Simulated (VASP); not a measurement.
Ca: single point with r2SCAN

The system is Ca.

```
Ca
1.0
    -2.24000    2.24000    2.24000
     2.24000   -2.24000    2.24000
     2.24000    2.24000   -2.24000
Ca
1
Direct
  0.00000 0.00000 0.00000
```

This isn't the form of Ca at room conditions, which is fcc.

- Program: VASP 6.6.1
- Task: single point
- Functional: r2SCAN
- Potentials or basis: VASP PAW PBE potentials, release 64 (Ca_sv)
- Cutoff: 520 eV
- k mesh: 16 × 16 × 16
- Occupations: gaussian, width 0.15 eV
- Spin: no spin polarisation
- Dipole correction: no
- Further INCAR settings: ALGO = Normal; EDIFF = 1e-06; NBANDS = 11

The pressure is -0.6 GPa and the band gap on the k mesh is zero (bands 5 and 6 overlap by 0.57 eV).

Levels at points of the mesh, in eV from the Fermi level:
| k point | band 1 | band 2 | band 3 | band 4 | band 5 | band 6 | band 7 | band 8 | band 9 | band 10 |
| --- | --- | --- | --- | --- | --- | --- | --- | --- | --- | --- |
| (0.00, 0.00, 0.00) | -43.99 | -24.02 | -24.02 | -24.02 | -4.21 | 2.57 | 2.57 | 2.57 | 3.60 | 3.60 |
| (0.50, 0.00, 0.00) | -43.98 | -24.14 | -24.06 | -24.02 | -0.83 | -0.18 | 1.58 | 3.51 | 3.87 | 4.60 |
| (0.50, 0.50, 0.50) | -43.97 | -24.11 | -24.11 | -24.11 | 0.20 | 0.20 | 3.92 | 3.92 | 3.92 | 4.39 |

It took 3.2 min on 1 thread of Intel(R) Xeon(R) Platinum 8259CL CPU @ 2.50GHz (Skylake/Cascade Lake) (shared host), peak memory 0.22 GiB.

Caveat: the PAW data sets were made with another functional, which shifts forces and pressure a little.
